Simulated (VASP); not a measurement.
# BaO3 (ReO3 type) (Pm-3m) in VASP: single point with PBE

Aim: the single point of BaO3 (ReO3 type) with PBE.

Program: VASP 6.6.1. These are calculated values, not measurements. Logs are shortened: lines on timing, memory, paths and dates and some standing lists are left out, and cuts for length are marked.

### 1 The cell of the first run

Symmetry: Pm-3m, No. 221, cubic system. The conventional cell has a = 4.597 Å, b = 4.597 Å, c = 4.597 Å, α = 90.00°, β = 90.00°, γ = 90.00°. Within 3.0 Å of Ba (site symmetry m-3m) lie 6 O at 2.30 Å. O (site symmetry 4/mmm) has 2 Ba at 2.30 Å within 3.0 Å.

### 2 Single point, PBE

Contents of INCAR:

```
SYSTEM = BaO3
PREC = Accurate
ENCUT = 520
EDIFF = 1E-6
ISMEAR = -1
SIGMA = 0.06122561905347299
LREAL = .False.
LASPH = .True.
NELM = 80
ALGO = Normal
ISIF = 2
LWAVE = .False.
LCHARG = .False.
GGA = PE
NBANDS = 22
```

Contents of KPOINTS:

```
regular mesh
0
Gamma
  24 24 24
  0 0 0
```

Contents of POSCAR:

```
BaO3
1.0
    4.5972982875      0.0000000000      0.0000000000
    0.0000000000      4.5972982875      0.0000000000
    0.0000000000      0.0000000000      4.5972982875
Ba O
1 3
Direct
    0.0000000000      0.0000000000      0.0000000000
    0.5000000000      0.0000000000      0.0000000000
    0.0000000000      0.5000000000      0.0000000000
    0.0000000000      0.0000000000      0.5000000000
```

Potentials or basis: VASP PAW PBE potentials, release 64 (Ba_sv, O).

Command:

```
$ cat potpaw_PBE.64/Ba_sv/POTCAR potpaw_PBE.64/O/POTCAR > POTCAR
$ mpirun -np 1 vasp_std > vasp.out
```

OUTCAR:

```text
SYSTEM = BaO3
   PREC = Accurate
   ENCUT = 520
   EDIFF = 1E-6
   ISMEAR = -1
   LREAL = .False.
   LASPH = .True.
   NELM = 80
   ISIF = 2
   GGA = PE

 ion  position               nearest neighbor table
   1  0.000  0.000  0.000-   2 2.30   3 2.30   4 2.30   4 2.30   3 2.30   2 2.30
   2  0.500  0.000  0.000-   1 2.30   1 2.30
   3  0.000  0.500  0.000-   1 2.30   1 2.30
   4  0.000  0.000  0.500-   1 2.30   1 2.30

  LATTYP: Found a simple cubic cell.
 ALAT       =     4.5972982875

  Lattice vectors:

 A1 = (   4.5972982875,   0.0000000000,   0.0000000000)
 A2 = (   0.0000000000,   4.5972982875,   0.0000000000)
 A3 = (   0.0000000000,   0.0000000000,   4.5972982875)

Analysis of symmetry for initial positions (statically):
=====================================================================
 Subroutine PRICEL returns:
 Original cell was already a primitive cell.

 Routine SETGRP: Setting up the symmetry group for a
 simple cubic supercell.

 Subroutine GETGRP returns: Found 48 space group operations
 (whereof 48 operations were pure point group operations)
 out of a pool of 48 trial point group operations.

The static configuration has the point symmetry O_h .

Analysis of symmetry for dynamics (positions and initial velocities):
=====================================================================
 Subroutine PRICEL returns:
 Original cell was already a primitive cell.

 Routine SETGRP: Setting up the symmetry group for a
 simple cubic supercell.

 Subroutine GETGRP returns: Found 48 space group operations
 (whereof 48 operations were pure point group operations)
 out of a pool of 48 trial point group operations.

The dynamic configuration has the point symmetry O_h .

 Subroutine INISYM returns: Found 48 space group operations
 (whereof 48 operations are pure point group operations),
 and found     1 'primitive' translations

----------------------------------------------------------------------------------------

                                     Primitive cell

  volume of cell :      97.1646

  direct lattice vectors                    reciprocal lattice vectors
     4.597298288  0.000000000  0.000000000     0.217519060  0.000000000  0.000000000
     0.000000000  4.597298288  0.000000000     0.000000000  0.217519060  0.000000000
     0.000000000  0.000000000  4.597298288     0.000000000  0.000000000  0.217519060

  length of vectors
     4.597298288  4.597298288  4.597298288     0.217519060  0.217519060  0.217519060

  position of ions in fractional coordinates (direct lattice)
     0.000000000  0.000000000  0.000000000
     0.500000000  0.000000000  0.000000000
     0.000000000  0.500000000  0.000000000
     0.000000000  0.000000000  0.500000000

  ion indices of the primitive-cell ions
   primitive index   ion index
                 1           1
                 2           2
                 3           3
                 4           4

----------------------------------------------------------------------------------------

 KPOINTS: regular mesh

Automatic generation of k-mesh.
 Grid dimensions read from file:
 generate k-points for:   24   24   24

 Generating k-lattice:

  Cartesian coordinates                     Fractional coordinates (reciprocal lattice)
     0.009063294  0.000000000  0.000000000     0.041666667  0.000000000  0.000000000
     0.000000000  0.009063294  0.000000000     0.000000000  0.041666667  0.000000000
     0.000000000  0.000000000  0.009063294     0.000000000  0.000000000  0.041666667

  Length of vectors
     0.009063294  0.009063294  0.009063294

  Shift w.r.t. Gamma in fractional coordinates (k-lattice)
     0.000000000  0.000000000  0.000000000

 Subroutine IBZKPT returns following result:
 ===========================================

 Found    455 irreducible k-points:

 Following reciprocal coordinates:
            Coordinates               Weight
  0.000000  0.000000  0.000000      1.000000
  0.041667  0.000000  0.000000      6.000000
  0.083333  0.000000  0.000000      6.000000
  0.125000  0.000000  0.000000      6.000000
  0.166667  0.000000  0.000000      6.000000
  0.208333  0.000000  0.000000      6.000000
[... 16 lines left out ...]
  0.416667  0.041667  0.000000     24.000000
  0.458333  0.041667  0.000000     24.000000
 [... further k-points ...]
   k-points           NKPTS =    455   k-points in BZ     NKDIM =    455   number of bands    NBANDS=     22
   number of dos      NEDOS =    301   number of ions     NIONS =      4
   total plane-waves  NPLWV =  46656
   dimension x,y,z NGX =    36 NGY =   36 NGZ =   36
   dimension x,y,z NGXF=    72 NGYF=   72 NGZF=   72
   ions per type =               1   3
   NGX,Y,Z   is equivalent  to a cutoff of  13.02, 13.02, 13.02 a.u.
   NGXF,Y,Z  is equivalent  to a cutoff of  26.04, 26.04, 26.04 a.u.
 SYSTEM =  BaO3
   PREC   = accura    normal or accurate (medium, high low for compatibility)
   ISTART =      0    job   : 0-new  1-cont  2-samecut
   ICHARG =      2    charge: 1-file 2-atom 10-const
   ISPIN  =      1    spin polarized calculation?
   LNONCOLLINEAR =      F non collinear calculations
   LSORBIT =      F    spin-orbit coupling
   LASPH  =      T    aspherical Exc in radial PAW
   ENCUT  =  520.0 eV  38.22 Ry    6.18 a.u.   8.55  8.55  8.55*2*pi/ulx,y,z
   NELM   =     80;   NELMIN=  2; NELMDL= -5     # of ELM steps
   EDIFF  = 0.1E-05   stopping-criterion for ELM
   LREAL  =      F    real-space projection
   EDIFFG = 0.1E-04   stopping-criterion for IOM
   NSW    =      0    number of steps for IOM
   IBRION =     -1    ionic relax: 0-MD 1-quasi-New 2-CG
   NFREE  =      0    steps in history (QN), initial steepest desc. (CG)
   ISIF   =      2    stress and relaxation
   ISYM   =      2    0-nonsym 1-usesym 2-fastsym
   POTIM  = 0.5000    time-step for ionic-motion
   TEBEG  =    0.0;   TEEND  =   0.0 temperature during run
   PSTRESS=    0.0 pullay stress
   NELECT =      28.0000    total number of electrons
   NUPDOWN=      -1.0000    fix difference up-down
   EMIN   =  10.00;   EMAX   =-10.00  energy-range for DOS
   EFERMI =   0.00;   METHOD = LEGACY
   ISMEAR =    -1;   SIGMA  =   0.06  broadening in eV -4-tet -1-fermi 0-gaus
   EFERMI_NEDOS =   21; number of points for ismear=-14 and -15
   IALGO  =     38    algorithm
   IMIX   =      4    mixing-type and parameters
     AMIX     =   0.40;   BMIX     =  1.00
     AMIX_MAG =   1.60;   BMIX_MAG =  1.00
  volume/ion in A,a.u.               =      24.29       163.92
  Fermi-wavevector in a.u.,A,eV,Ry     =   1.081330  2.043417 15.908939  1.169274
  Thomas-Fermi vector in A             =   2.217343
   LORBIT       =      0    0 simple, 1 ext, 2 COOP (PROOUT), +10 PAW based schemes
   GGA     = PE    functional components
   LHFCALC =     F    Hartree Fock is set to
   AEXX    =    0.0000 exact exchange contribution
   IVDW    =     0    specifies the selected vdW correction
   LEPSILON=     F    determine dielectric tensor
   LRPA    =     F    only Hartree local field effects (RPA)
 non-spin polarized calculation
  energy-cutoff  :      520.00
  volume of cell :       97.16
 maximum number of plane-waves:      2657
 NGX is ok and might be reduce to    36
   NGX = 17   NGY = 17   NGZ = 17

 number of electron      28.0000018 magnetization

 Free energy of the ion-electron system (eV)
  ---------------------------------------------------
  ext. energy  EPLUGINS =         0.00000000
  ---------------------------------------------------
  free energy    TOTEN  =       -15.57756539 eV

  energy without entropy =      -15.46236480  energy(sigma->0) =      -15.51996509

 E-fermi :  -3.2054     XC(G=0):  -7.2709

 val. band max:       -3.2056380608   @ k =   0.3750   0.2917   0.2500
 cond. band min:      -3.2049584439   @ k =   0.3750   0.3333   0.2917
 fundamental gap:      0.0006796168
 Fermi energy:        -3.2054396584

 k-point     1 :       0.0000    0.0000    0.0000
  band No.  band energies     occupation
      1     -27.7444      2.00000
      2     -18.9830      2.00000
      3     -18.9830      2.00000
      4     -18.2701      2.00000
      5     -13.6187      2.00000
      6     -13.6187      2.00000
[... 14 lines left out ...]
     21       8.1214      0.00000
     22       8.1214      0.00000

 k-point     2 :       0.0417    0.0000    0.0000
  band No.  band energies     occupation
      1     -27.7431      2.00000
      2     -18.9928      2.00000
      3     -18.9829      2.00000
      4     -18.2806      2.00000
      5     -13.6180      2.00000
      6     -13.6180      2.00000
[... 14 lines left out ...]
     21       8.1333      0.00000
     22       8.1343      0.00000

 k-point     3 :       0.0833    0.0000    0.0000
  band No.  band energies     occupation
      1     -27.7391      2.00000
      2     -19.0229      2.00000
      3     -18.9828      2.00000
      4     -18.3091      2.00000
      5     -13.6159      2.00000
      6     -13.6159      2.00000
[... 14 lines left out ...]
     21       8.1583      0.00000
     22       8.1686      0.00000

 k-point     4 :       0.1250    0.0000    0.0000
  band No.  band energies     occupation
      1     -27.7327      2.00000
      2     -19.0736      2.00000
      3     -18.9826      2.00000
      4     -18.3477      2.00000
      5     -13.6127      2.00000
      6     -13.6127      2.00000
[... 14 lines left out ...]
     21       8.1515      0.00000
     22       8.2259      0.00000

 k-point     5 :       0.1667    0.0000    0.0000
  band No.  band energies     occupation
      1     -27.7243      2.00000
      2     -19.1436      2.00000
      3     -18.9823      2.00000
      4     -18.3878      2.00000
      5     -13.6085      2.00000
      6     -13.6085      2.00000
[... 417 lines left out ...]
 k-point    22 :       0.3750    0.0417    0.0000
  band No.  band energies     occupation
      1     -27.6732      2.00000
      2     -19.5753      2.00000
      3     -18.9878      2.00000
      4     -18.5106      2.00000
      5     -13.5828      2.00000
      6     -13.5432      2.00000
[... 14 lines left out ...]
     21       6.6847      0.00000
     22       8.8616      0.00000

 k-point    23 :       0.4167    0.0417    0.0000
  band No.  band energies     occupation
      1     -27.6665      2.00000
      2     -19.6307      2.00000
      3     -18.9875      2.00000
      4     -18.5174      2.00000
      5     -13.5795      2.00000
      6     -13.5399      2.00000
[... 14 lines left out ...]
     21       6.3751      0.00000
     22       8.9509      0.00000

 k-point    24 :       0.4583    0.0417    0.0000
  band No.  band energies     occupation
      1     -27.6623      2.00000
      2     -19.6652      2.00000
      3     -18.9874      2.00000
      4     -18.5212      2.00000
      5     -13.5774      2.00000
      6     -13.5378      2.00000
[... 14 lines left out ...]
     21       6.1061      0.00000
     22       9.0109      0.00000

 [... further k-points ...]
[... 5 lines left out ...]
  --------------------------------------------------------------------------------------
  -------------------------------------------------------------------------------------
  Total        1.2999941      1.2999941      1.2999941     -0.0000000     -0.0000000      0.0000000
  in kB       21.4360074     21.4360074     21.4360074     -0.0000000     -0.0000000      0.0000000
  external PRESSURE =      21.4360074 kB  Pullay stress =       0.0000000 kB

 VOLUME and BASIS-vectors are now :
 -----------------------------------------------------------------------------
  energy-cutoff  :      520.00
  volume of cell :       97.16
      direct lattice vectors                 reciprocal lattice vectors
     4.597298288  0.000000000  0.000000000     0.217519060  0.000000000  0.000000000
     0.000000000  4.597298288  0.000000000     0.000000000  0.217519060  0.000000000
     0.000000000  0.000000000  4.597298288     0.000000000  0.000000000  0.217519060

 POSITION                                       TOTAL-FORCE (eV/Angst)
 -----------------------------------------------------------------------------------
      0.00000      0.00000      0.00000         0.000000      0.000000      0.000000
      2.29865      0.00000      0.00000         0.000000      0.000000      0.000000
      0.00000      2.29865      0.00000         0.000000      0.000000      0.000000
      0.00000      0.00000      2.29865         0.000000      0.000000      0.000000
 -----------------------------------------------------------------------------------
    total drift:                                0.000000      0.000000     -0.000000

  FREE ENERGIE OF THE ION-ELECTRON SYSTEM (eV)
  ---------------------------------------------------
  free  energy   TOTEN  =       -15.5775653903 eV

  energy  without entropy=      -15.4623647983  energy(sigma->0) =      -15.51996509
```

Wall time 6.9 min (1 thread of Oxide Virtual Turin-like, shared host); peak memory 0.83 GiB.

What came out:

- Free energy: -15.5776 eV
- Pressure: 2.1 GPa
- Band gap on the k mesh: zero (bands 14 and 15 overlap by 1.32 eV)

Caveat: spin-orbit coupling is left out, which moves the levels of the heavy elements.
